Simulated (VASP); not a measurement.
# NiC (Fm-3m) in VASP: single point with PBE

Aim: the single point of NiC with PBE.

All numbers are computed with VASP 6.6.1; they aren't measurements. Logs are shortened: lines on timing, memory, paths and dates and some standing lists are left out, and cuts for length are marked.

**1. The cell of the first run**

It takes space group Fm-3m (No. 225, cubic). The conventional cell has a = 4.152 Å, b = 4.152 Å, c = 4.152 Å, α = 90.00°, β = 90.00°, γ = 90.00°. Within 2.7 Å of Ni (site symmetry m-3m) lie 6 C at 2.08 Å. Within 2.7 Å of C (site symmetry m-3m) lie 6 Ni at 2.08 Å.

**2. Single point, PBE, collinear spin, zero start**

INCAR

```
SYSTEM = NiC
PREC     = Accurate       ! precision mode
ENCUT    = 600            ! plane-wave cutoff, eV
EDIFF    = 1E-6           ! SCF threshold, eV
ISMEAR   = -1             ! smearing method
SIGMA    = 0.1            ! smearing width, eV
LREAL    = .FALSE.        ! projectors in reciprocal space
LASPH    = .TRUE.         ! aspherical terms in the spheres
NELM     = 200            ! most SCF steps
ALGO     = Normal         ! electronic algorithm
ISIF     = 2              ! what is computed and relaxed
LWAVE    = .FALSE.        ! write WAVECAR
LCHARG   = .FALSE.        ! write CHGCAR
ISPIN    = 2              ! spin polarisation
MAGMOM   = 0 0            ! initial moments
LORBIT   = 11             ! projections on sites
LMAXMIX  = 4              ! l up to which the mixer works
GGA      = PE             ! functional
NBANDS   = 18             ! bands
GGA_COMPAT= .FALSE.
```

KPOINTS

```
Automatic mesh
0
G
  6 6 6
  0 0 0
```

POSCAR

```
NiC
1.0
    0.0000000000      2.0760000000      2.0760000000
    2.0760000000      0.0000000000      2.0760000000
    2.0760000000      2.0760000000      0.0000000000
Ni C
1 1
Direct
    0.0000000000      0.0000000000      0.0000000000
    0.5000000000      0.5000000000      0.5000000000
```

Potentials or basis: VASP PAW PBE potentials, release 64 (Ni, C).

On the command line:

```sh
cat potpaw_PBE.64/Ni/POTCAR potpaw_PBE.64/C/POTCAR > POTCAR
mpirun -np 1 vasp_std > vasp.out
```

OUTCAR:

```text
SYSTEM = NiC
   PREC = Accurate
   ENCUT = 600
   EDIFF = 1E-6
   ISMEAR = -1
   LREAL = .FALSE.
   LASPH = .TRUE.
   NELM = 200
   ISIF = 2
   ISPIN = 2
   LORBIT = 11
   GGA = PE

 ion  position               nearest neighbor table
   1  0.000  0.000  0.000-   2 2.08   2 2.08   2 2.08   2 2.08   2 2.08   2 2.08
   2  0.500  0.500  0.500-   1 2.08   1 2.08   1 2.08   1 2.08   1 2.08   1 2.08

  LATTYP: Found a face centered cubic cell.
 ALAT       =     4.1520000000

  Lattice vectors:

 A1 = (   0.0000000000,   2.0760000000,   2.0760000000)
 A2 = (   2.0760000000,   0.0000000000,   2.0760000000)
 A3 = (   2.0760000000,   2.0760000000,   0.0000000000)

Analysis of symmetry for initial positions (statically):
=====================================================================
 Subroutine PRICEL returns:
 Original cell was already a primitive cell.

 Routine SETGRP: Setting up the symmetry group for a
 face centered cubic supercell.

 Subroutine GETGRP returns: Found 48 space group operations
 (whereof 48 operations were pure point group operations)
 out of a pool of 48 trial point group operations.

The static configuration has the point symmetry O_h .

Analysis of symmetry for dynamics (positions and initial velocities):
=====================================================================
 Subroutine PRICEL returns:
 Original cell was already a primitive cell.

 Routine SETGRP: Setting up the symmetry group for a
 face centered cubic supercell.

 Subroutine GETGRP returns: Found 48 space group operations
 (whereof 48 operations were pure point group operations)
 out of a pool of 48 trial point group operations.

The dynamic configuration has the point symmetry O_h .

Analysis of structural, dynamic, and magnetic symmetry:
=====================================================================
 Subroutine PRICEL returns:
 Original cell was already a primitive cell.

 Routine SETGRP: Setting up the symmetry group for a
 face centered cubic supercell.

 Subroutine GETGRP returns: Found 48 space group operations
 (whereof 48 operations were pure point group operations)
 out of a pool of 48 trial point group operations.

The overall configuration has the point symmetry O_h .

 Subroutine INISYM returns: Found 48 space group operations
 (whereof 48 operations are pure point group operations),
 and found     1 'primitive' translations

----------------------------------------------------------------------------------------

                                     Primitive cell

  volume of cell :      17.8942

  direct lattice vectors                    reciprocal lattice vectors
     0.000000000  2.076000000  2.076000000    -0.240847784  0.240847784  0.240847784
     2.076000000  0.000000000  2.076000000     0.240847784 -0.240847784  0.240847784
     2.076000000  2.076000000  0.000000000     0.240847784  0.240847784 -0.240847784

  length of vectors
     2.935907355  2.935907355  2.935907355     0.417160599  0.417160599  0.417160599

  position of ions in fractional coordinates (direct lattice)
     0.000000000  0.000000000  0.000000000
     0.500000000  0.500000000  0.500000000

  ion indices of the primitive-cell ions
   primitive index   ion index
                 1           1
                 2           2

----------------------------------------------------------------------------------------

 KPOINTS: Automatic mesh

Automatic generation of k-mesh.
 Grid dimensions read from file:
 generate k-points for:    6    6    6

 Generating k-lattice:

  Cartesian coordinates                     Fractional coordinates (reciprocal lattice)
    -0.040141297  0.040141297  0.040141297     0.166666667  0.000000000  0.000000000
     0.040141297 -0.040141297  0.040141297     0.000000000  0.166666667  0.000000000
     0.040141297  0.040141297 -0.040141297     0.000000000  0.000000000  0.166666667

  Length of vectors
     0.069526767  0.069526767  0.069526767

  Shift w.r.t. Gamma in fractional coordinates (k-lattice)
     0.000000000  0.000000000  0.000000000

 Subroutine IBZKPT returns following result:
 ===========================================

 Found     16 irreducible k-points:

 Following reciprocal coordinates:
            Coordinates               Weight
  0.000000  0.000000  0.000000      1.000000
  0.166667  0.000000  0.000000      8.000000
  0.333333  0.000000  0.000000      8.000000
  0.500000  0.000000  0.000000      4.000000
  0.166667  0.166667  0.000000      6.000000
  0.333333  0.166667  0.000000     24.000000
[... 8 lines left out ...]
 -0.333333  0.333333  0.166667     24.000000
 -0.333333  0.500000  0.166667     12.000000
   k-points           NKPTS =     16   k-points in BZ     NKDIM =     16   number of bands    NBANDS=     18
   number of dos      NEDOS =    301   number of ions     NIONS =      2
   total plane-waves  NPLWV =  13824
   dimension x,y,z NGX =    24 NGY =   24 NGZ =   24
   dimension x,y,z NGXF=    48 NGYF=   48 NGZF=   48
   ions per type =               1   1
   NGX,Y,Z   is equivalent  to a cutoff of  13.59, 13.59, 13.59 a.u.
   NGXF,Y,Z  is equivalent  to a cutoff of  27.18, 27.18, 27.18 a.u.
 SYSTEM =  NiC
   PREC   = accura    normal or accurate (medium, high low for compatibility)
   ISTART =      0    job   : 0-new  1-cont  2-samecut
   ICHARG =      2    charge: 1-file 2-atom 10-const
   ISPIN  =      2    spin polarized calculation?
   LNONCOLLINEAR =      F non collinear calculations
   LSORBIT =      F    spin-orbit coupling
   LASPH  =      T    aspherical Exc in radial PAW
   ENCUT  =  600.0 eV  44.10 Ry    6.64 a.u.   5.86  5.86  5.86*2*pi/ulx,y,z
   NELM   =    200;   NELMIN=  2; NELMDL= -5     # of ELM steps
   EDIFF  = 0.1E-05   stopping-criterion for ELM
   LREAL  =      F    real-space projection
   EDIFFG = 0.1E-04   stopping-criterion for IOM
   NSW    =      0    number of steps for IOM
   IBRION =     -1    ionic relax: 0-MD 1-quasi-New 2-CG
   NFREE  =      0    steps in history (QN), initial steepest desc. (CG)
   ISIF   =      2    stress and relaxation
   ISYM   =      2    0-nonsym 1-usesym 2-fastsym
   POTIM  = 0.5000    time-step for ionic-motion
   TEBEG  =    0.0;   TEEND  =   0.0 temperature during run
   PSTRESS=    0.0 pullay stress
   NELECT =      14.0000    total number of electrons
   NUPDOWN=      -1.0000    fix difference up-down
   EMIN   =  10.00;   EMAX   =-10.00  energy-range for DOS
   EFERMI =   0.00;   METHOD = LEGACY
   ISMEAR =    -1;   SIGMA  =   0.10  broadening in eV -4-tet -1-fermi 0-gaus
   EFERMI_NEDOS =   21; number of points for ismear=-14 and -15
   IALGO  =     38    algorithm
   IMIX   =      4    mixing-type and parameters
     AMIX     =   0.40;   BMIX     =  1.00
     AMIX_MAG =   1.60;   BMIX_MAG =  1.00
  volume/ion in A,a.u.               =       8.95        60.38
  Fermi-wavevector in a.u.,A,eV,Ry     =   1.508505  2.850662 30.961256  2.275588
  Thomas-Fermi vector in A             =   2.618951
   LORBIT       =     11    0 simple, 1 ext, 2 COOP (PROOUT), +10 PAW based schemes
   GGA     = PE    functional components
   LHFCALC =     F    Hartree Fock is set to
   AEXX    =    0.0000 exact exchange contribution
   IVDW    =     0    specifies the selected vdW correction
   LEPSILON=     F    determine dielectric tensor
   LRPA    =     F    only Hartree local field effects (RPA)
 spin polarized calculation
  energy-cutoff  :      600.00
  volume of cell :       17.89
 maximum number of plane-waves:       610
   NGX = 11   NGY = 11   NGZ = 11

 number of electron      13.9999994 magnetization       0.0000035

 number of electron      13.9999994 magnetization      -0.0000007

 Free energy of the ion-electron system (eV)
  ---------------------------------------------------
  ext. energy  EPLUGINS =         0.00000000
  ---------------------------------------------------
  free energy    TOTEN  =       -12.46644196 eV

  energy without entropy =      -12.40671503  energy(sigma->0) =      -12.43657849

 E-fermi :   8.8024     XC(G=0): -12.9714

 val. band max:        8.7948105668   @ k =   0.5000   0.3333   0.1667
 cond. band min:       8.8410568483   @ k =   0.3333   0.3333   0.0000
 fundamental gap:      0.0462462815
 Fermi energy:         8.8023526545

 spin component 1

 k-point     1 :       0.0000    0.0000    0.0000
  band No.  band energies     occupation
      1      -5.7193      1.00000
      2       6.0302      1.00000
      3       6.0302      1.00000
      4       6.0302      1.00000
      5       6.2801      1.00000
      6       6.2801      1.00000
[... 10 lines left out ...]
     17      31.5453      0.00000
     18      33.7631      0.00000

 k-point     2 :       0.1667    0.0000    0.0000
  band No.  band energies     occupation
      1      -5.1135      1.00000
      2       5.4162      1.00000
      3       5.5504      1.00000
      4       5.5504      1.00000
      5       6.2753      1.00000
      6       6.2753      1.00000
[... 10 lines left out ...]
     17      33.9322      0.00000
     18      38.4665      0.00000

 k-point     3 :       0.3333    0.0000    0.0000
  band No.  band energies     occupation
      1      -3.4383      1.00000
      2       3.2115      1.00000
      3       4.6093      1.00000
      4       4.6093      1.00000
      5       6.6930      1.00000
      6       6.6930      1.00000
[... 244 lines left out ...]
 k-point    15 :      -0.3333    0.3333    0.1667
  band No.  band energies     occupation
      1      -1.5363      1.00000
      2       2.7438      1.00000
      3       3.9219      1.00000
      4       4.5625      1.00000
      5       6.9549      1.00000
      6       7.1600      1.00000
[... 10 lines left out ...]
     17      39.1611      0.00000
     18      42.0637      0.00000

 k-point    16 :      -0.3333    0.5000    0.1667
  band No.  band energies     occupation
      1      -1.5516      1.00000
      2       3.4003      1.00000
      3       4.2810      1.00000
      4       4.7295      1.00000
      5       7.1640      1.00000
      6       7.4400      1.00000
[... 10 lines left out ...]
     17      41.1703      0.00000
     18      43.4731      0.00000
 Fermi energy:         8.8023526545

 spin component 2

 k-point     1 :       0.0000    0.0000    0.0000
  band No.  band energies     occupation
      1      -5.7193      1.00000
      2       6.0302      1.00000
      3       6.0302      1.00000
      4       6.0302      1.00000
      5       6.2801      1.00000
      6       6.2801      1.00000
[... 10 lines left out ...]
     17      31.5453      0.00000
     18      33.7631      0.00000

 k-point     2 :       0.1667    0.0000    0.0000
  band No.  band energies     occupation
      1      -5.1135      1.00000
      2       5.4162      1.00000
      3       5.5504      1.00000
      4       5.5504      1.00000
      5       6.2753      1.00000
      6       6.2753      1.00000
[... 10 lines left out ...]
     17      33.9322      0.00000
     18      38.4665      0.00000

 k-point     3 :       0.3333    0.0000    0.0000
  band No.  band energies     occupation
      1      -3.4383      1.00000
      2       3.2115      1.00000
      3       4.6093      1.00000
      4       4.6093      1.00000
      5       6.6930      1.00000
      6       6.6930      1.00000
[... 244 lines left out ...]
 k-point    15 :      -0.3333    0.3333    0.1667
  band No.  band energies     occupation
      1      -1.5363      1.00000
      2       2.7438      1.00000
      3       3.9219      1.00000
      4       4.5625      1.00000
      5       6.9549      1.00000
      6       7.1600      1.00000
[... 10 lines left out ...]
     17      39.1611      0.00000
     18      42.0641      0.00000

 k-point    16 :      -0.3333    0.5000    0.1667
  band No.  band energies     occupation
      1      -1.5516      1.00000
      2       3.4003      1.00000
      3       4.2810      1.00000
      4       4.7295      1.00000
      5       7.1640      1.00000
      6       7.4400      1.00000
[... 10 lines left out ...]
     17      41.1703      0.00000
     18      43.4733      0.00000

------------------------ aborting loop because EDIFF is reached ----------------------------------------

  FORCE on cell =-STRESS in cart. coord.  units (eV):
  Direction    XX          YY          ZZ          XY          YZ          ZX
  --------------------------------------------------------------------------------------
  -------------------------------------------------------------------------------------
  Total       -1.4006687     -1.4006687     -1.4006687      0.0000000      0.0000000      0.0000000
  in kB     -125.4105165   -125.4105165   -125.4105165      0.0000000      0.0000000      0.0000000
  external PRESSURE =    -125.4105165 kB  Pullay stress =       0.0000000 kB

 VOLUME and BASIS-vectors are now :
 -----------------------------------------------------------------------------
  energy-cutoff  :      600.00
  volume of cell :       17.89
      direct lattice vectors                 reciprocal lattice vectors
     0.000000000  2.076000000  2.076000000    -0.240847784  0.240847784  0.240847784
     2.076000000  0.000000000  2.076000000     0.240847784 -0.240847784  0.240847784
     2.076000000  2.076000000  0.000000000     0.240847784  0.240847784 -0.240847784

 POSITION                                       TOTAL-FORCE (eV/Angst)
 -----------------------------------------------------------------------------------
      0.00000      0.00000      0.00000        -0.000000     -0.000000     -0.000000
      2.07600      2.07600      2.07600         0.000000      0.000000      0.000000
 -----------------------------------------------------------------------------------
    total drift:                                0.000000     -0.000000     -0.000000

  FREE ENERGIE OF THE ION-ELECTRON SYSTEM (eV)
  ---------------------------------------------------
  free  energy   TOTEN  =       -12.4664419613 eV

  energy  without entropy=      -12.4067150285  energy(sigma->0) =      -12.43657849

 total charge

# of ion       s       p       d       tot
------------------------------------------
    1        0.463   0.589   8.340   9.391
    2        0.897   1.350   0.000   2.247
--------------------------------------------------
tot          1.360   1.938   8.340  11.638

 magnetization (x)

# of ion       s       p       d       tot
------------------------------------------
    1       -0.000  -0.000  -0.000  -0.000
    2        0.000  -0.000   0.000  -0.000
--------------------------------------------------
tot         -0.000  -0.000  -0.000  -0.000
```

Wall time 30 s (1 thread of Intel Xeon 8259CL, shared host); peak memory 0.15 GiB.

What came out:

| Item | Value |
| --- | --- |
| Free energy | -12.4664 eV |
| Pressure | -12.5 GPa |
| Band gap on the k mesh | zero (filled and empty bands overlap) |
| Net moment | 0.00 μB per cell |
| Valence electrons inside the program's atomic spheres | Ni 9.39; C 2.25 |

Levels at points of the mesh, in eV from the Fermi level:
Spin up:
| k point | band 5 | band 6 | band 7 | band 8 | band 9 | band 10 |
| --- | --- | --- | --- | --- | --- | --- |
| (0.00, 0.00, 0.00) | -2.52 | -2.52 | 1.29 | 1.29 | 1.29 | 10.35 |
| (0.50, 0.00, 0.00) | -1.88 | -1.88 | -0.91 | 4.04 | 4.04 | 8.71 |
| (0.50, 0.50, 0.00) | -1.64 | -1.64 | -1.34 | -1.34 | 0.07 | 7.31 |
Spin down:
| k point | band 3 | band 4 | band 5 | band 6 | band 7 | band 8 | band 9 | band 10 | band 11 | band 12 |
| --- | --- | --- | --- | --- | --- | --- | --- | --- | --- | --- |
| (0.00, 0.00, 0.00) | -2.77 | -2.77 | -2.52 | -2.52 | 1.29 | 1.29 | 1.29 | 10.35 | 17.06 | 17.88 |
| (0.50, 0.00, 0.00) | -4.57 | -4.57 | -1.88 | -1.88 | -0.91 | 4.04 | 4.04 | 8.71 | 13.13 | 13.13 |
| (0.50, 0.50, 0.00) | -3.78 | -2.11 | -1.64 | -1.64 | -1.34 | -1.34 | 0.07 | 7.31 | 11.41 | 16.14 |

Caveat: the k points lie up to 0.44 Å⁻¹ apart.
